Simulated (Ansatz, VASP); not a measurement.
Two plane-wave programs on Hg

```
Hg
1.0
     2.90464    0.00000    0.00000
     0.00000    2.90464    0.00000
     0.00000    0.00000    2.90464
Hg
1
Direct
  0.00000 0.00000 0.00000
```

Alike in both runs: task relaxation of cell and atoms; functional LDA; k mesh 14 × 14 × 14; occupations fermi-dirac, width 0.05 eV; no spin polarisation.

|  | VASP | Ansatz |
| --- | --- | --- |
| version | VASP 6.6.1 | Ansatz 0.2.0 |
| potentials or method | VASP PAW LDA potentials, release 64 (Hg_sv_GW) | PAW with Ansatz's default frozen-core files, scalar-relativistic |
| plane-wave cutoff (eV) | 550 | 420 |
| valence electrons in the cell | 20 | 20 |

Ansatz gave:

| Item | Value |
| --- | --- |
| relaxed volume (Å³/atom) | 24.16 |
| relaxed length of the cell vector where the two differ most in proportion (Å) | 2.891 |

**Question.** Estimate VASP's values.

**Answer.** Relaxed volume (Å³/atom): 24.18; relaxed length of the cell vector where the two differ most in proportion (Å): 2.892.

LDA's correlation is that of Perdew and Zunger in VASP and of Perdew and Wang (1992) in Ansatz.

Neither program's run includes spin-orbit coupling.
